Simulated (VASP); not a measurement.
# C (Pccn) in VASP: further runs

The runs below take C through single point, relaxation of cell and atoms, with PBE.

Program: VASP 6.6.1. These are calculated values, not measurements. Logs are shortened: lines on timing, memory, paths and dates and some standing lists are left out, and cuts for length are marked.

**1. The cell of the first run**

Symmetry: Pccn, No. 56, orthorhombic system. Conventional cell: a = 2.313 Å, b = 3.972 Å, c = 4.187 Å, α = 90.00°, β = 90.00°, γ = 90.00°. C (site symmetry 1) has 4 C at 1.47 to 1.57 Å within 2.0 Å.

**2. Single point, PBE**

Input file INCAR:

```
PREC     = Accurate       # precision mode
ENCUT    = 520            # plane-wave cutoff, eV
EDIFF    = 1E-7           # SCF threshold, eV
ISMEAR   = 0              # smearing method
SIGMA    = 0.1            # smearing width, eV
LREAL    = False          # projectors in reciprocal space
LASPH    = True           # aspherical terms in the spheres
NELM     = 100            # most SCF steps
ALGO     = Normal         # electronic algorithm
ISIF     = 2              # what is computed and relaxed
LWAVE    = False          # write WAVECAR
LCHARG   = True           # write CHGCAR
GGA      = PE             # functional
LELF     = True           # ELF
LVHAR    = True         
NBANDS   = 26             # bands
```

Input file KPOINTS:

```
regular mesh
0
Gamma
  8 4 4
```

Input file POSCAR:

```
C
1.0
    2.3126410300      0.0000000000      0.0000000000
    0.0000000000      3.9722064200      0.0000000000
    0.0000000000      0.0000000000      4.1872012300
C
8
Direct
    0.1439704100      0.5629558500      0.1590805600
    0.1439704100      0.9370441500      0.6590805600
    0.6439704100      0.0629558500      0.8409194400
    0.3560295900      0.9370441500      0.1590805600
    0.8560295900      0.0629558500      0.3409194400
    0.8560295900      0.4370441500      0.8409194400
    0.6439704100      0.4370441500      0.3409194400
    0.3560295900      0.5629558500      0.6590805600
```

Potentials or basis: VASP PAW PBE potentials, release 64 (C).

The run is started by

```
$ cat potpaw_PBE.64/C/POTCAR > POTCAR
$ mpirun -np 1 vasp_std > vasp.out
```

OUTCAR:

```text
PREC = Accurate
   ENCUT = 520
   EDIFF = 1E-7
   ISMEAR = 0
   LREAL = False
   LASPH = True
   NELM = 100
   ISIF = 2
   GGA = PE

 ion  position               nearest neighbor table
   1  0.144  0.563  0.159-   7 1.47   7 1.47   4 1.56   6 1.57
   2  0.144  0.937  0.659-   3 1.47   3 1.47   8 1.56   5 1.57
   3  0.644  0.063  0.841-   2 1.47   2 1.47   6 1.56   4 1.57
   4  0.356  0.937  0.159-   5 1.47   5 1.47   1 1.56   3 1.57
   5  0.856  0.063  0.341-   4 1.47   4 1.47   7 1.56   2 1.57
   6  0.856  0.437  0.841-   8 1.47   8 1.47   3 1.56   1 1.57
   7  0.644  0.437  0.341-   1 1.47   1 1.47   5 1.56   8 1.57
   8  0.356  0.563  0.659-   6 1.47   6 1.47   2 1.56   7 1.57

  LATTYP: Found a simple orthorhombic cell.
 ALAT       =     2.3126410300
 B/A-ratio  =     1.7176061345
 C/A-ratio  =     1.8105711936

  Lattice vectors:

 A1 = (   2.3126410300,   0.0000000000,   0.0000000000)
 A2 = (   0.0000000000,   3.9722064200,   0.0000000000)
 A3 = (   0.0000000000,   0.0000000000,   4.1872012300)

Analysis of symmetry for initial positions (statically):
=====================================================================
 Subroutine PRICEL returns:
 Original cell was already a primitive cell.

 Routine SETGRP: Setting up the symmetry group for a
 simple orthorhombic supercell.

 Subroutine GETGRP returns: Found  8 space group operations
 (whereof  2 operations were pure point group operations)
 out of a pool of  8 trial point group operations.

The static configuration has the point symmetry S_2 .
 The point group associated with its full space group is D_2h.

Analysis of symmetry for dynamics (positions and initial velocities):
=====================================================================
 Subroutine PRICEL returns:
 Original cell was already a primitive cell.

 Routine SETGRP: Setting up the symmetry group for a
 simple orthorhombic supercell.

 Subroutine GETGRP returns: Found  8 space group operations
 (whereof  2 operations were pure point group operations)
 out of a pool of  8 trial point group operations.

The dynamic configuration has the point symmetry S_2 .
 The point group associated with its full space group is D_2h.

 Subroutine INISYM returns: Found  8 space group operations
 (whereof  2 operations are pure point group operations),
 and found     1 'primitive' translations

----------------------------------------------------------------------------------------

                                     Primitive cell

  volume of cell :      38.4648

  direct lattice vectors                    reciprocal lattice vectors
     2.312641030  0.000000000  0.000000000     0.432406062  0.000000000  0.000000000
     0.000000000  3.972206420  0.000000000     0.000000000  0.251749253  0.000000000
     0.000000000  0.000000000  4.187201230     0.000000000  0.000000000  0.238823010

  length of vectors
     2.312641030  3.972206420  4.187201230     0.432406062  0.251749253  0.238823010

  position of ions in fractional coordinates (direct lattice)
     0.143970410  0.562955850  0.159080560
     0.143970410  0.937044150  0.659080560
     0.643970410  0.062955850  0.840919440
     0.356029590  0.937044150  0.159080560
     0.856029590  0.062955850  0.340919440
     0.856029590  0.437044150  0.840919440
     0.643970410  0.437044150  0.340919440
     0.356029590  0.562955850  0.659080560

  ion indices of the primitive-cell ions
   primitive index   ion index
                 1           1
                 2           2
                 3           3
                 4           4
                 5           5
                 6           6
                 7           7
                 8           8

----------------------------------------------------------------------------------------

 KPOINTS: regular mesh

Automatic generation of k-mesh.
 Grid dimensions read from file:
 generate k-points for:    8    4    4

 Generating k-lattice:

  Cartesian coordinates                     Fractional coordinates (reciprocal lattice)
     0.054050758  0.000000000  0.000000000     0.125000000  0.000000000  0.000000000
     0.000000000  0.062937313  0.000000000     0.000000000  0.250000000  0.000000000
     0.000000000  0.000000000  0.059705752     0.000000000  0.000000000  0.250000000

  Length of vectors
     0.054050758  0.062937313  0.059705752

  Shift w.r.t. Gamma in fractional coordinates (k-lattice)
     0.000000000  0.000000000  0.000000000

 Subroutine IBZKPT returns following result:
 ===========================================

 Found     45 irreducible k-points:

 Following reciprocal coordinates:
            Coordinates               Weight
  0.000000  0.000000  0.000000      1.000000
  0.125000  0.000000  0.000000      2.000000
  0.250000  0.000000  0.000000      2.000000
  0.375000  0.000000  0.000000      2.000000
  0.500000  0.000000  0.000000      1.000000
  0.000000  0.250000  0.000000      2.000000
[... 16 lines left out ...]
  0.250000  0.250000  0.250000      8.000000
  0.375000  0.250000  0.250000      8.000000
 [... further k-points ...]
   k-points           NKPTS =     45   k-points in BZ     NKDIM =     45   number of bands    NBANDS=     26
   number of dos      NEDOS =    301   number of ions     NIONS =      8
   total plane-waves  NPLWV =  17280
   dimension x,y,z NGX =    18 NGY =   30 NGZ =   32
   dimension x,y,z NGXF=    36 NGYF=   60 NGZF=   64
   ions per type =               8
   NGX,Y,Z   is equivalent  to a cutoff of  12.94, 12.56, 12.71 a.u.
   NGXF,Y,Z  is equivalent  to a cutoff of  25.88, 25.11, 25.41 a.u.
 SYSTEM =  unknown system
   PREC   = accura    normal or accurate (medium, high low for compatibility)
   ISTART =      0    job   : 0-new  1-cont  2-samecut
   ICHARG =      2    charge: 1-file 2-atom 10-const
   ISPIN  =      1    spin polarized calculation?
   LNONCOLLINEAR =      F non collinear calculations
   LSORBIT =      F    spin-orbit coupling
   LASPH  =      T    aspherical Exc in radial PAW
   ENCUT  =  520.0 eV  38.22 Ry    6.18 a.u.   4.30  7.39  7.79*2*pi/ulx,y,z
   NELM   =    100;   NELMIN=  2; NELMDL= -5     # of ELM steps
   EDIFF  = 0.1E-06   stopping-criterion for ELM
   LREAL  =      F    real-space projection
   EDIFFG = 0.1E-05   stopping-criterion for IOM
   NSW    =      0    number of steps for IOM
   IBRION =     -1    ionic relax: 0-MD 1-quasi-New 2-CG
   NFREE  =      0    steps in history (QN), initial steepest desc. (CG)
   ISIF   =      2    stress and relaxation
   ISYM   =      2    0-nonsym 1-usesym 2-fastsym
   POTIM  = 0.5000    time-step for ionic-motion
   TEBEG  =    0.0;   TEEND  =   0.0 temperature during run
   PSTRESS=    0.0 pullay stress
   NELECT =      32.0000    total number of electrons
   NUPDOWN=      -1.0000    fix difference up-down
   EMIN   =  10.00;   EMAX   =-10.00  energy-range for DOS
   EFERMI =   0.00;   METHOD = LEGACY
   ISMEAR =     0;   SIGMA  =   0.10  broadening in eV -4-tet -1-fermi 0-gaus
   EFERMI_NEDOS =   21; number of points for ismear=-14 and -15
   IALGO  =     38    algorithm
   IMIX   =      4    mixing-type and parameters
     AMIX     =   0.40;   BMIX     =  1.00
     AMIX_MAG =   1.60;   BMIX_MAG =  1.00
  volume/ion in A,a.u.               =       4.81        32.45
  Fermi-wavevector in a.u.,A,eV,Ry     =   1.539703  2.909616 32.255119  2.370684
  Thomas-Fermi vector in A             =   2.645893
   LORBIT       =      0    0 simple, 1 ext, 2 COOP (PROOUT), +10 PAW based schemes
   GGA     = PE    functional components
   LHFCALC =     F    Hartree Fock is set to
   AEXX    =    0.0000 exact exchange contribution
   IVDW    =     0    specifies the selected vdW correction
   LEPSILON=     F    determine dielectric tensor
   LRPA    =     F    only Hartree local field effects (RPA)
 non-spin polarized calculation
 Gauss-broadening in eV      SIGMA  =   0.10
  energy-cutoff  :      520.00
  volume of cell :       38.46
 maximum number of plane-waves:      1048
 NGX is ok and might be reduce to    18
   NGX =  9   NGY = 15   NGZ = 15

 number of electron      31.9999997 magnetization

 Free energy of the ion-electron system (eV)
  ---------------------------------------------------
  ext. energy  EPLUGINS =         0.00000000
  ---------------------------------------------------
  free energy    TOTEN  =       -61.27060231 eV

  energy without entropy =      -61.27060231  energy(sigma->0) =      -61.27060231

 E-fermi :  13.3902     XC(G=0): -14.3202

 val. band max:       12.8810964378   @ k =   0.0000   0.0000   0.0000
 cond. band min:      14.8947145040   @ k =   0.5000   0.5000   0.5000
 fundamental gap:      2.0136180662
 Fermi energy:        13.3901757821

 k-point     1 :       0.0000    0.0000    0.0000
  band No.  band energies     occupation
      1     -11.4609      2.00000
      2      -5.6723      2.00000
      3      -5.0585      2.00000
      4      -3.5759      2.00000
      5      -2.7232      2.00000
      6       0.0957      2.00000
[... 18 lines left out ...]
     25      23.4518      0.00000
     26      23.5405      0.00000

 k-point     2 :       0.1250    0.0000    0.0000
  band No.  band energies     occupation
      1     -11.1150      2.00000
      2      -5.3644      2.00000
      3      -4.7536      2.00000
      4      -3.2382      2.00000
      5      -2.3889      2.00000
      6       0.3374      2.00000
[... 18 lines left out ...]
     25      24.1043      0.00000
     26      24.7816      0.00000

 k-point     3 :       0.2500    0.0000    0.0000
  band No.  band energies     occupation
      1     -10.0806      2.00000
      2      -4.4496      2.00000
      3      -3.8402      2.00000
      4      -2.2499      2.00000
      5      -1.5507      2.00000
      6       0.7464      2.00000
[... 572 lines left out ...]
 k-point    23 :       0.2500    0.2500    0.2500
  band No.  band energies     occupation
      1      -9.1967      2.00000
      2      -5.9556      2.00000
      3      -5.6030      2.00000
      4      -2.5494      2.00000
      5       0.7637      2.00000
      6       0.8805      2.00000
[... 18 lines left out ...]
     25      24.1692      0.00000
     26      25.4975      0.00000

 k-point    24 :       0.3750    0.2500    0.2500
  band No.  band energies     occupation
      1      -7.4992      2.00000
      2      -4.3443      2.00000
      3      -4.0363      2.00000
      4      -2.1489      2.00000
      5      -1.0556      2.00000
      6       0.4506      2.00000
[... 18 lines left out ...]
     25      23.5366      0.00000
     26      25.4320      0.00000

 [... further k-points ...]
[... 5 lines left out ...]
  --------------------------------------------------------------------------------------
  -------------------------------------------------------------------------------------
  Total       24.1979401     15.2192966     27.3480395      0.0000000      0.0000000      0.0000000
  in kB     1007.9177902    633.9299874   1139.1290103      0.0000000      0.0000000      0.0000000
  external PRESSURE =     926.9922626 kB  Pullay stress =       0.0000000 kB

 VOLUME and BASIS-vectors are now :
 -----------------------------------------------------------------------------
  energy-cutoff  :      520.00
  volume of cell :       38.46
      direct lattice vectors                 reciprocal lattice vectors
     2.312641030  0.000000000  0.000000000     0.432406062  0.000000000  0.000000000
     0.000000000  3.972206420  0.000000000     0.000000000  0.251749253  0.000000000
     0.000000000  0.000000000  4.187201230     0.000000000  0.000000000  0.238823010

 POSITION                                       TOTAL-FORCE (eV/Angst)
 -----------------------------------------------------------------------------------
      0.33295      2.23618      0.66610        -1.325307      0.142899      0.019390
      0.33295      3.72213      2.75970        -1.325307     -0.142899      0.019390
      1.48927      0.25007      3.52110        -1.325307      0.142899     -0.019390
      0.82337      3.72213      0.66610         1.325307     -0.142899      0.019390
      1.97969      0.25007      1.42750         1.325307      0.142899     -0.019390
      1.97969      1.73603      3.52110         1.325307     -0.142899     -0.019390
      1.48927      1.73603      1.42750        -1.325307     -0.142899     -0.019390
      0.82337      2.23618      2.75970         1.325307      0.142899      0.019390
 -----------------------------------------------------------------------------------
    total drift:                               -0.000000     -0.000000      0.000000

  FREE ENERGIE OF THE ION-ELECTRON SYSTEM (eV)
  ---------------------------------------------------
  free  energy   TOTEN  =       -61.2706023060 eV

  energy  without entropy=      -61.2706023060  energy(sigma->0) =      -61.27060231
```

Wall time 22 s (1 thread of Intel Xeon 6975P-C (Granite Rapids), shared host); peak memory 0.15 GiB.

Results:

| Property | Result |
| --- | --- |
| Free energy | -61.2706 eV |
| Pressure | 92.7 GPa |
| Largest force | 1.333 eV/Å |
| Band gap on the k mesh | 2.01 eV, indirect (least direct gap 4.45 eV) |

Forces in eV/Å, atoms in the order of the input:
```
C   -1.325  0.143  0.019
C   -1.325 -0.143  0.019
C   -1.325  0.143 -0.019
C    1.325 -0.143  0.019
C    1.325  0.143 -0.019
C    1.325 -0.143 -0.019
C   -1.325 -0.143 -0.019
C    1.325  0.143  0.019
```

Stress tensor (GPa, compression positive):
```
100.79   0.00   0.00
  0.00  63.39   0.00
  0.00   0.00 113.91
```

Levels at points of the mesh, in eV from the valence-band top:
```
           k point  band 13  band 14  band 15  band 16  band 17  band 18  band 19  band 20
(0.00, 0.00, 0.00)    -2.77    -2.28    -0.71     0.00     5.06     5.76     6.77     7.58
(0.50, 0.00, 0.00)    -5.05    -5.05    -4.82    -4.82     2.55     2.55     5.39     5.39
(0.00, 0.50, 0.00)    -3.15    -3.15    -1.22    -1.22     6.16     6.16     6.95     6.95
(0.50, 0.50, 0.00)    -5.32    -5.32    -1.50    -1.50     3.24     3.24     5.42     5.42
(0.00, 0.00, 0.50)    -3.31    -3.31    -2.44    -2.44     6.11     6.11     7.55     7.55
(0.50, 0.00, 0.50)    -4.47    -4.47    -4.47    -4.47     3.35     3.35     3.35     3.35
(0.00, 0.50, 0.50)    -3.30    -3.30    -3.30    -3.30     6.60     6.60     6.60     6.60
(0.50, 0.50, 0.50)    -4.13    -4.13    -2.44    -2.44     2.01     2.01     2.40     2.40
```

Caveat: forces of over 1 eV/Å act on the atoms, so gaps and moduli don't describe the material at rest.

**3. Relaxation of cell and atoms, PBE**

Input file INCAR:

```
SYSTEM = C
  ALGO = Normal
  EDIFF = 1E-6
  EDIFFG = -0.04
  ENCUT = 600
  GGA = PE
  IBRION = 2
  ISIF = 3
  ISMEAR = 0
  LASPH = .TRUE.
  LCHARG = .FALSE.
  LREAL = .FALSE.
  LWAVE = .FALSE.
  NELM = 60
  NSW = 90
  PREC = Accurate
  SIGMA = 0.1
```

Input file KPOINTS:

```
k-points
0
G
  8 4 4
  0 0 0
```

POSCAR is that of step 2.

Potentials or basis: VASP PAW PBE potentials, release 64 (C).

The run is started by

```
$ cat potpaw_PBE.64/C/POTCAR > POTCAR
$ mpirun -np 1 vasp_std > vasp.out
```

Wall time 7.7 min (1 thread of Intel Xeon 6975P-C (Granite Rapids), shared host); peak memory 0.16 GiB.

The run converged. Its results:

- Free energy: -72.7020 eV
- Relaxed volume: 7.71 Å³/atom
- Relaxed cell: a = 2.465 Å, b = 5.866 Å, c = 4.264 Å, α = 90.00°, β = 90.00°, γ = 90.00°
- Space group after relaxing (to 0.05 Å): Fmmm (No. 69)
- Energy gained by relaxing: 1426.6 meV/atom
- Ionic steps: 35
- Pressure after relaxing: 0.3 GPa
- Largest force after relaxing: 0.023 eV/Å
- Band gap on the k mesh: zero (band 16 reaches 6.59 eV, above the bottom of band 17 at 5.86 eV)

Forces in eV/Å, atoms in the order of the input:
```
C   -0.023  0.003  0.005
C   -0.023 -0.003  0.005
C   -0.023  0.003 -0.005
C    0.023 -0.003  0.005
C    0.023  0.003 -0.005
C    0.023 -0.003 -0.005
C   -0.023 -0.003 -0.005
C    0.023  0.003  0.005
```

Stress tensor (GPa, compression positive):
```
 0.37  0.00  0.00
 0.00  0.48  0.00
 0.00  0.00 -0.09
```

The path:
| step | energy change (eV) | largest force (eV/Å) | pressure (GPa) | volume (Å³) |
| --- | --- | --- | --- | --- |
| 1 | 0.0000 | 1.3322 | 91.95 | 38.46 |
| 2 | 0.5270 | 1.3583 | -56.63 | 55.90 |
| 3 | -1.9729 | 0.8746 | -3.67 | 45.69 |
| 4 | -1.9778 | 0.8611 | -0.66 | 45.35 |
| 5 | -2.0899 | 0.5053 | 1.47 | 45.99 |
| 6 | -2.1076 | 0.2430 | 0.38 | 45.82 |
| 7 | -2.1270 | 0.2215 | -0.55 | 45.96 |
| 8 | -2.1274 | 0.2493 | -0.68 | 45.98 |
| 9 | -2.1436 | 0.1384 | -0.16 | 45.95 |
| 10 | -2.1483 | 0.1269 | 0.62 | 45.91 |
| 11 | -2.1533 | 0.0460 | 1.41 | 46.04 |
| 12 | -2.1533 | 0.0516 | 1.44 | 46.04 |
| 13 | -2.1595 | 0.1313 | -0.64 | 46.45 |
| 14 | -2.1983 | 0.7565 | -5.95 | 47.70 |
| 15 | -2.4818 | 2.0438 | -13.80 | 50.23 |
| 16 | -4.1381 | 4.4666 | -23.85 | 55.45 |
| 17 | -7.8281 | 3.5233 | -42.61 | 66.49 |
| 18 | -7.9188 | 2.8784 | -48.55 | 70.79 |
| 19 | -7.9896 | 3.1299 | -45.86 | 68.79 |
| 20 | -7.9895 | 3.0590 | -46.53 | 69.28 |
| 21 | -8.1874 | 3.0147 | -45.31 | 68.93 |
| 22 | -8.7509 | 2.8709 | -41.36 | 67.90 |
| 23 | -9.7283 | 2.5371 | -32.23 | 65.85 |
| 24 | -10.9609 | 1.7303 | -8.27 | 61.86 |
| 25 | -9.4035 | 2.3646 | 70.28 | 54.25 |
| 26 | -11.1368 | 1.3706 | 5.66 | 60.08 |
| 27 | -11.1397 | 1.3134 | 8.32 | 59.77 |
| 28 | -11.2114 | 1.1156 | 7.25 | 59.95 |
| 29 | -11.3565 | 0.5322 | 3.96 | 60.50 |
| 30 | -11.3277 | 0.7575 | -2.84 | 61.60 |
| 31 | -11.3965 | 0.2069 | 1.05 | 60.97 |
| 32 | -11.4012 | 0.1483 | 0.93 | 61.07 |
| 33 | -11.4059 | 0.2743 | 0.66 | 61.30 |
| 34 | -11.4091 | 0.1996 | 0.55 | 61.40 |
| 35 | -11.4130 | 0.0234 | 0.25 | 61.66 |

Final structure:
```
C
1.0
     2.46533    0.00000    0.00000
     0.00000    5.86598    0.00000
     0.00000    0.00000    4.26379
C
8
Direct
  0.00054 0.49998 0.16677
  0.00054 0.00002 0.66677
  0.50054 0.99998 0.83323
  0.49946 0.00002 0.16677
  0.99946 0.99998 0.33323
  0.99946 0.50002 0.83323
  0.50054 0.50002 0.33323
  0.49946 0.49998 0.66677
```

Levels at points of the mesh, in eV from the Fermi level:
```csv
k point,band 13,band 14,band 15,band 16,band 17,band 18,band 19,band 20
"(0.00, 0.00, 0.00)",-3.07,-3.02,-3.01,-0.72,0.45,3.08,5.78,6.83
"(0.50, 0.00, 0.00)",-4.02,-4.02,-1.32,-1.32,1.66,1.66,4.23,4.23
"(0.00, 0.50, 0.00)",-3.05,-3.05,-2.39,-2.39,1.63,1.63,7.30,7.30
"(0.50, 0.50, 0.00)",-2.77,-2.77,-2.77,-2.77,2.80,2.80,2.80,2.80
"(0.00, 0.00, 0.50)",-5.01,-5.01,-3.92,-3.92,6.76,6.76,7.40,7.40
"(0.50, 0.00, 0.50)",-2.75,-2.75,-2.75,-2.75,2.35,2.35,2.35,2.35
"(0.00, 0.50, 0.50)",-5.10,-5.10,-5.10,-5.10,7.09,7.09,7.09,7.09
"(0.50, 0.50, 0.50)",-2.39,-2.39,-2.39,-2.39,1.62,1.62,1.62,1.62
```

Caveat: the k points lie up to 0.37 Å⁻¹ apart in the final cell; the volume moved by over 15 % at a fixed basis, so the end points are rough.
